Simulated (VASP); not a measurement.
# InAs (F-43m) in VASP: vibrations by perturbation theory with PBEsol

Aim: the vibrations by perturbation theory of InAs with PBEsol.

Program: VASP 6.6.1. These are calculated values, not measurements. Logs are shortened: lines on timing, memory, paths and dates and some standing lists are left out, and cuts for length are marked.

## (1) The cell of the first run

Symmetry: F-43m, No. 216, cubic system. The conventional cell has a = 6.088 Å, b = 6.088 Å, c = 6.088 Å, α = 90.00°, β = 90.00°, γ = 90.00°. In (site symmetry -43m) has 4 As at 2.64 Å within 3.5 Å. As (site symmetry -43m) has 4 In at 2.64 Å within 3.5 Å.

## (2) Vibrations by perturbation theory, PBEsol

File INCAR:

```
SYSTEM = InAs
ALGO = Normal
EDIFF = 1E-8
ENCUT = 520
GGA = PS
IBRION = 8
ISIF = 2
ISMEAR = -1
LASPH = .TRUE.
LCHARG = .TRUE.
LREAL = .FALSE.
LWAVE = .FALSE.
NBANDS = 16
NELM = 80
NSW = 1
PREC = Accurate
SIGMA = 0.1
```

File KPOINTS:

```
k-points
0
G
  12 12 12
  0 0 0
```

File POSCAR:

```
InAs
1.0
    0.0000000000      3.0439245815      3.0439245815
    3.0439245815      0.0000000000      3.0439245815
    3.0439245815      3.0439245815      0.0000000000
In As
1 1
Direct
    0.0000000000      0.0000000000      0.0000000000
    0.7500000000      0.7500000000      0.7500000000
```

Potentials or basis: VASP PAW PBE potentials, release 64 (In_d, As).

Command:

```
cat potpaw_PBE.64/In_d/POTCAR potpaw_PBE.64/As/POTCAR > POTCAR
mpirun -np 1 vasp_std > vasp.out
```

OUTCAR:

```text
SYSTEM = InAs
   EDIFF = 1E-8
   ENCUT = 520
   GGA = PS
   IBRION = 8
   ISIF = 2
   ISMEAR = -1
   LASPH = .TRUE.
   LREAL = .FALSE.
   NELM = 80
   NSW = 1
   PREC = Accurate

 ion  position               nearest neighbor table
   1  0.000  0.000  0.000-   2 2.64   2 2.64   2 2.64   2 2.64
   2  0.750  0.750  0.750-   1 2.64   1 2.64   1 2.64   1 2.64

  LATTYP: Found a face centered cubic cell.
 ALAT       =     6.0878491630

  Lattice vectors:

 A1 = (   0.0000000000,   3.0439245815,   3.0439245815)
 A2 = (   3.0439245815,   0.0000000000,   3.0439245815)
 A3 = (   3.0439245815,   3.0439245815,   0.0000000000)

Analysis of symmetry for initial positions (statically):
=====================================================================
 Subroutine PRICEL returns:
 Original cell was already a primitive cell.

 Routine SETGRP: Setting up the symmetry group for a
 face centered cubic supercell.

 Subroutine GETGRP returns: Found 24 space group operations
 (whereof 24 operations were pure point group operations)
 out of a pool of 48 trial point group operations.

The static configuration has the point symmetry T_d .

Analysis of symmetry for dynamics (positions and initial velocities):
=====================================================================
 Subroutine PRICEL returns:
 Original cell was already a primitive cell.

 Routine SETGRP: Setting up the symmetry group for a
 face centered cubic supercell.

 Subroutine GETGRP returns: Found 24 space group operations
 (whereof 24 operations were pure point group operations)
 out of a pool of 48 trial point group operations.

The dynamic configuration has the point symmetry T_d .

 Subroutine INISYM returns: Found 24 space group operations
 (whereof 24 operations are pure point group operations),
 and found     1 'primitive' translations

----------------------------------------------------------------------------------------

                                     Primitive cell

  volume of cell :      56.4068

  direct lattice vectors                    reciprocal lattice vectors
     0.000000000  3.043924581  3.043924581    -0.164261626  0.164261626  0.164261626
     3.043924581  0.000000000  3.043924581     0.164261626 -0.164261626  0.164261626
     3.043924581  3.043924581  0.000000000     0.164261626  0.164261626 -0.164261626

  length of vectors
     4.304759426  4.304759426  4.304759426     0.284509481  0.284509481  0.284509481

  position of ions in fractional coordinates (direct lattice)
     0.000000000  0.000000000  0.000000000
     0.750000000  0.750000000  0.750000000

  ion indices of the primitive-cell ions
   primitive index   ion index
                 1           1
                 2           2

----------------------------------------------------------------------------------------

 KPOINTS: k-points

Automatic generation of k-mesh.
 Grid dimensions read from file:
 generate k-points for:   12   12   12

 Generating k-lattice:

  Cartesian coordinates                     Fractional coordinates (reciprocal lattice)
    -0.013688469  0.013688469  0.013688469     0.083333333  0.000000000  0.000000000
     0.013688469 -0.013688469  0.013688469     0.000000000  0.083333333  0.000000000
     0.013688469  0.013688469 -0.013688469     0.000000000  0.000000000  0.083333333

[... 75 lines left out ...]
     AMIX     =   0.40;   BMIX     =  1.00
     AMIX_MAG =   1.60;   BMIX_MAG =  1.00
  volume/ion in A,a.u.               =      28.20       190.33
  Fermi-wavevector in a.u.,A,eV,Ry     =   1.118721  2.114076 17.028189  1.251537
  Thomas-Fermi vector in A             =   2.255354
   LORBIT       =      0    0 simple, 1 ext, 2 COOP (PROOUT), +10 PAW based schemes
   GGA     = PS    functional components
   LHFCALC =     F    Hartree Fock is set to
   AEXX    =    0.0000 exact exchange contribution
   IVDW    =     0    specifies the selected vdW correction
   LEPSILON=     F    determine dielectric tensor
   LRPA    =     F    only Hartree local field effects (RPA)
 non-spin polarized calculation
  energy-cutoff  :      520.00
  volume of cell :       56.41
 maximum number of plane-waves:      1540
   NGX = 17   NGY = 17   NGZ = 17

--------------------------------------- Ionic step        1  -------------------------------------------

 number of electron      17.9999992 magnetization

 Free energy of the ion-electron system (eV)
  ---------------------------------------------------
  ext. energy  EPLUGINS =         0.00000000
  ---------------------------------------------------
  free energy    TOTEN  =        -8.49106626 eV

  energy without entropy =       -8.49028660  energy(sigma->0) =       -8.49067643

 E-fermi :   4.4437     XC(G=0):  -9.1964

 val. band max:        4.1705154634   @ k =   0.0000   0.0000   0.0000
 cond. band min:       4.8843854147   @ k =   0.0833   0.0000   0.0000
 fundamental gap:      0.7138699513
 Fermi energy:         4.4436715357

 k-point     1 :       0.0000    0.0000    0.0000
  band No.  band energies     occupation
      1     -10.1206      2.00000
      2     -10.1206      2.00000
      3     -10.1206      2.00000
      4     -10.0008      2.00000
      5     -10.0008      2.00000
      6      -7.5904      2.00000
[... 433 lines left out ...]
      3     -10.0792      2.00000
      4     -10.0002      2.00000
      5      -9.9950      2.00000
      6      -6.0222      2.00000
[... 8 lines left out ...]
     15      13.7487      0.00000
     16      14.1254      0.00000

 [... further k-points ...]

------------------------ aborting loop because EDIFF is reached ----------------------------------------

  FORCE on cell =-STRESS in cart. coord.  units (eV):
  Direction    XX          YY          ZZ          XY          YZ          ZX
  --------------------------------------------------------------------------------------
  -------------------------------------------------------------------------------------
  Total        0.0234435      0.0234435      0.0234435      0.0000000      0.0000000     -0.0000000
  in kB        0.6658896      0.6658896      0.6658896      0.0000000      0.0000000     -0.0000000
  external PRESSURE =       0.6658896 kB  Pullay stress =       0.0000000 kB

 VOLUME and BASIS-vectors are now :
 -----------------------------------------------------------------------------
  energy-cutoff  :      520.00
  volume of cell :       56.41
      direct lattice vectors                 reciprocal lattice vectors
     0.000000000  3.043924581  3.043924581    -0.164261626  0.164261626  0.164261626
     3.043924581  0.000000000  3.043924581     0.164261626 -0.164261626  0.164261626
     3.043924581  3.043924581  0.000000000     0.164261626  0.164261626 -0.164261626

 POSITION                                       TOTAL-FORCE (eV/Angst)
 -----------------------------------------------------------------------------------
      0.00000      0.00000      0.00000         0.000000      0.000000      0.000000
      4.56589      4.56589      4.56589        -0.000000     -0.000000     -0.000000
 -----------------------------------------------------------------------------------
    total drift:                                0.000000      0.000000      0.000000

  FREE ENERGIE OF THE ION-ELECTRON SYSTEM (eV)
  ---------------------------------------------------
  free  energy   TOTEN  =        -8.4910662637 eV

  energy  without entropy=       -8.4902865994  energy(sigma->0) =       -8.49067643

[... ionic steps 2 to 3 ...]

--------------------------------------- Ionic step        4  -------------------------------------------

------------------------ aborting loop because EDIFF is reached ----------------------------------------

[... ionic steps 5 to 6 ...]

--------------------------------------- Ionic step        7  -------------------------------------------

 Free energy of the ion-electron system (eV)
  ---------------------------------------------------
  ---------------------------------------------------
  free energy    TOTEN  =        -0.04526072 eV

  energy without entropy =       -0.04526072

------------------------ aborting loop because EDIFF is reached ----------------------------------------

 INTERNAL STRAIN TENSOR  FOR ION    2  DIRECTION 1   (eV/Angst):
 -----------------------------------------------------------------------------
    -0.00293  0.00000  0.00000
     0.00000  0.00253  7.27441
     0.00000  7.27441  0.00253

 INTERNAL STRAIN TENSOR FOR ION    2 for displacements in x,y,z  (eV/Angst):
          X           Y           Z          XY          YZ          ZX
  --------------------------------------------------------------------------------
  x     0.00000     0.00000     0.00000     0.00000     7.27441     0.00000
  y    -0.00000     0.00000    -0.00000     0.00000     0.00000     7.27441
  z     0.00000     0.00000     0.00000     7.27441     0.00000     0.00000

 SECOND DERIVATIVES (NOT SYMMETRIZED)
 ------------------------------------
               1X          1Y          1Z          2X          2Y          2Z
  1X    -7.303106    0.000000    0.000000    7.303106    0.000000    0.000000
  1Y     0.000000   -7.303106    0.000000    0.000000    7.303106    0.000000
  1Z     0.000000    0.000000   -7.303106    0.000000    0.000000    7.303106
  2X     7.325438    0.000000    0.000000   -7.325438    0.000000    0.000000
  2Y     0.000000    7.325438    0.000000    0.000000   -7.325438    0.000000
  2Z     0.000000    0.000000    7.325438    0.000000    0.000000   -7.325438

 Eigenvectors and eigenvalues of the dynamical matrix
 ----------------------------------------------------

   1 f  =    6.280213 THz    39.459742 2PiTHz  209.485358 cm-1    25.972863 meV
             X         Y         Z           dx          dy          dz
      0.000000  0.000000  0.000000    -0.000330    0.000006    0.627800
      4.565887  4.565887  4.565887     0.000409   -0.000007   -0.778374
[... 21 lines left out ...]
   6 f/i=    0.004685 THz     0.029436 2PiTHz    0.156270 cm-1     0.019375 meV
             X         Y         Z           dx          dy          dz
      0.000000  0.000000  0.000000     0.171501   -0.754338   -0.086188
      4.565887  4.565887  4.565887     0.138324   -0.608414   -0.069515

--------------------------------------------------------------------------------------------------------

 ELASTIC MODULI CONTR FROM IONIC RELAXATION (kBar)
 Direction    XX          YY          ZZ          XY          YZ          ZX
 --------------------------------------------------------------------------------
 XX          -0.0000     -0.0000     -0.0000     -0.0000      0.0000      0.0000
 YY          -0.0000     -0.0000     -0.0000     -0.0000     -0.0000     -0.0000
 ZZ          -0.0000     -0.0000     -0.0000     -0.0000     -0.0000      0.0000
 XY          -0.0000     -0.0000     -0.0000   -202.7251      0.0000     -0.0000
 YZ           0.0000     -0.0000     -0.0000      0.0000   -202.7251      0.0000
 ZX           0.0000     -0.0000      0.0000      0.0000      0.0000   -202.7251
 --------------------------------------------------------------------------------
```

Run time: 5.5 min. Hardware: 1 thread of AMD EPYC 9R45 (Zen 5), shared host; peak memory 0.6 GiB.

What came out:

```
Highest phonon frequency at Γ, LO-TO splitting left out : 209 cm⁻¹
```

Phonon frequencies in cm⁻¹ (negative: imaginary):
```csv
q point,frequencies
"(0.000, 0.000, 0.000)",0 0 0 209 209 209
```

Caveat: the PAW data sets were made with another functional, which shifts forces and pressure a little; spin-orbit coupling is left out, which moves the levels of the heavy elements.
